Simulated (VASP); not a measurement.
# GaP (F-43m) in VASP: notebook, part 2 of 2

VASP 6.6.1. Earlier steps stand in the parts before.

## (4) Single point, PBE (volume scaled by 1.020)

File INCAR:

```
SYSTEM = GaP
  PREC = Accurate
  ENCUT = 520
  EDIFF = 1E-6
  ISMEAR = 0
  SIGMA = 0.05
  LREAL = .FALSE.
  LASPH = .TRUE.
  NELM = 80
  ALGO = Normal
  ISIF = 2
  LWAVE = .FALSE.
  LCHARG = .FALSE.
  GGA = PE
  NBANDS = 16
```

File KPOINTS:

```
regular mesh
0
G
  10 10 10
  0 0 0
```

File POSCAR:

```
GaP
1.0
    0.0000000000      2.7713129092      2.7713129092
    2.7713129092      0.0000000000      2.7713129092
    2.7713129092      2.7713129092      0.0000000000
Ga P
1 1
Direct
    0.0000000000      0.0000000000      0.0000000000
    0.7500000000      0.7500000000      0.7500000000
```

Potentials or basis: VASP PAW PBE potentials, release 64 (Ga_d, P).

Started as:

```
cat potpaw_PBE.64/Ga_d/POTCAR potpaw_PBE.64/P/POTCAR > POTCAR
mpirun -np 1 vasp_std > vasp.out
```

OUTCAR:

```text
SYSTEM = GaP
   PREC = Accurate
   ENCUT = 520
   EDIFF = 1E-6
   ISMEAR = 0
   LREAL = .FALSE.
   LASPH = .TRUE.
   NELM = 80
   ISIF = 2
   GGA = PE

 ion  position               nearest neighbor table
   1  0.000  0.000  0.000-   2 2.40   2 2.40   2 2.40   2 2.40
   2  0.750  0.750  0.750-   1 2.40   1 2.40   1 2.40   1 2.40

  LATTYP: Found a face centered cubic cell.
 ALAT       =     5.5426258184

  Lattice vectors:

 A1 = (   0.0000000000,   2.7713129092,   2.7713129092)
 A2 = (   2.7713129092,   0.0000000000,   2.7713129092)
 A3 = (   2.7713129092,   2.7713129092,   0.0000000000)

Analysis of symmetry for initial positions (statically):
=====================================================================
 Subroutine PRICEL returns:
 Original cell was already a primitive cell.

 Routine SETGRP: Setting up the symmetry group for a
 face centered cubic supercell.

 Subroutine GETGRP returns: Found 24 space group operations
 (whereof 24 operations were pure point group operations)
 out of a pool of 48 trial point group operations.

[... 157 lines left out ...]
  ext. energy  EPLUGINS =         0.00000000
  ---------------------------------------------------
  free energy    TOTEN  =        -9.12378411 eV

  energy without entropy =       -9.12378411  energy(sigma->0) =       -9.12378411

 E-fermi :   4.4103     XC(G=0):  -9.6063

 val. band max:        4.1514833156   @ k =   0.0000   0.0000   0.0000
 cond. band min:       5.5660205477   @ k =   0.0000   0.0000   0.0000
 fundamental gap:      1.4145372321
 Fermi energy:         4.4103335851

 k-point     1 :       0.0000    0.0000    0.0000
  band No.  band energies     occupation
      1     -10.3220      2.00000
      2     -10.3220      2.00000
      3     -10.3220      2.00000
      4     -10.2367      2.00000
      5     -10.2367      2.00000
      6      -7.9733      2.00000
[... 433 lines left out ...]
      3     -10.2800      2.00000
      4     -10.2566      2.00000
      5     -10.2229      2.00000
      6      -6.1274      2.00000
[... 8 lines left out ...]
     15      15.7988      0.00000
     16      17.5475      0.00000

 [... further k-points ...]
[... 5 lines left out ...]
  --------------------------------------------------------------------------------------
  -------------------------------------------------------------------------------------
  Total       -0.4014929     -0.4014929     -0.4014929      0.0000000     -0.0000000     -0.0000000
  in kB      -15.1112982    -15.1112982    -15.1112982      0.0000000     -0.0000000     -0.0000000
  external PRESSURE =     -15.1112982 kB  Pullay stress =       0.0000000 kB

 VOLUME and BASIS-vectors are now :
 -----------------------------------------------------------------------------
  energy-cutoff  :      520.00
  volume of cell :       42.57
      direct lattice vectors                 reciprocal lattice vectors
     0.000000000  2.771312909  2.771312909    -0.180419901  0.180419901  0.180419901
     2.771312909  0.000000000  2.771312909     0.180419901 -0.180419901  0.180419901
     2.771312909  2.771312909  0.000000000     0.180419901  0.180419901 -0.180419901

 POSITION                                       TOTAL-FORCE (eV/Angst)
 -----------------------------------------------------------------------------------
      0.00000      0.00000      0.00000        -0.000000      0.000000     -0.000000
      4.15697      4.15697      4.15697         0.000000      0.000000      0.000000
 -----------------------------------------------------------------------------------
    total drift:                               -0.000002     -0.000002     -0.000002

  FREE ENERGIE OF THE ION-ELECTRON SYSTEM (eV)
  ---------------------------------------------------
  free  energy   TOTEN  =        -9.1237841105 eV

  energy  without entropy=       -9.1237841105  energy(sigma->0) =       -9.12378411
```

Run time: 50 s. Hardware: 1 thread of AMD EPYC 7R13, shared host; peak memory 0.15 GiB.

Results:

- Free energy: -9.1238 eV
- Pressure: -1.5 GPa
- Band gap on the k mesh: 1.41 eV, direct

 A k mesh can miss the band edges.

## (5) Single point, PBE (volume scaled by 1.040)

File INCAR:

```
PREC = Accurate
ENCUT = 520
EDIFF = 1E-7
ISMEAR = 0
SIGMA = 0.05
LREAL = F
LASPH = T
NELM = 100
ALGO = Normal
ISIF = 2
LWAVE = F
LCHARG = F
GGA = PE
NBANDS = 16
```

File KPOINTS:

```
Automatic mesh
0
Gamma
  10 10 10
```

File POSCAR:

```
GaP
1.0
    0.0000000000      2.7893089519      2.7893089519
    2.7893089519      0.0000000000      2.7893089519
    2.7893089519      2.7893089519      0.0000000000
Ga P
1 1
Direct
    0.0000000000      0.0000000000      0.0000000000
    0.7500000000      0.7500000000      0.7500000000
```

Started as:

```
cat potpaw_PBE.64/Ga_d/POTCAR potpaw_PBE.64/P/POTCAR > POTCAR
mpirun -np 1 vasp_std > vasp.out
```

Run time: 54 s. Hardware: 1 thread of AMD EPYC 7R13, shared host; peak memory 0.15 GiB.

Results (log left out):

```yaml
Free_energy: -9.1128 eV
Pressure: -2.7 GPa
Band_gap_on_the_k_mesh: 1.26 eV, direct
```

Levels at points of the mesh, in eV from the valence-band top:
| k point | band 5 | band 6 | band 7 | band 8 | band 9 | band 10 | band 11 | band 12 | band 13 | band 14 |
| --- | --- | --- | --- | --- | --- | --- | --- | --- | --- | --- |
| (0.00, 0.00, 0.00) | -14.37 | -11.99 | 0.00 | 0.00 | 0.00 | 1.26 | 3.90 | 3.90 | 3.90 | 8.51 |
| (0.50, 0.00, 0.00) | -14.36 | -10.14 | -6.25 | -1.02 | -1.02 | 1.46 | 4.73 | 4.73 | 8.13 | 10.41 |
| (0.50, 0.50, 0.00) | -14.35 | -9.34 | -6.44 | -2.45 | -2.45 | 1.79 | 1.87 | 10.07 | 10.07 | 10.58 |

 A k mesh can miss the band edges.

## (6) The runs side by side

```tsv
cell	smearing	gap on the mesh (eV)	pressure (GPa)
a = 3.893 Å, angles 60.0°, 2 atoms	gaussian 0.05 eV	1.58	0.0
a = 3.893 Å, angles 60.0°, 2 atoms	tetrahedron	1.58	-0.1
a = 3.919 Å, angles 60.0°, 2 atoms	gaussian 0.05 eV	1.41	-1.5
a = 3.945 Å, angles 60.0°, 2 atoms	gaussian 0.05 eV	1.26	-2.7
```

Alike in all rows: task single point; level PBE; potentials or basis VASP PAW PBE potentials, release 64 (Ga_d, P); no spin polarisation; k mesh 10 × 10 × 10; cutoff (eV) 520.

Absolute energies hang on the potentials; compare differences alone.

## (7) How close it comes

Step 2. Measured gap of GaP: 2.34 eV (indirect; 10 K; quoted in “Stacking defects in GaP nanowires: Electronic structure and optical properties”, 2018, arxiv:1810.01194). This calculation gives 1.58 eV (-0.76 eV). Spin-orbit coupling on Ga is left out. The value is that of PBE on a finite k mesh, which can miss the band edges, without temperature or zero-point motion. Semilocal functionals fall short of measured gaps as a rule.

Step 3. Measured gap of GaP: 2.34 eV (indirect; 10 K; quoted in “Stacking defects in GaP nanowires: Electronic structure and optical properties”, 2018, arxiv:1810.01194). This calculation gives 1.58 eV (-0.76 eV). Spin-orbit coupling on Ga is left out. The value is that of PBE on a finite k mesh, which can miss the band edges, without temperature or zero-point motion. Semilocal functionals fall short of measured gaps as a rule.
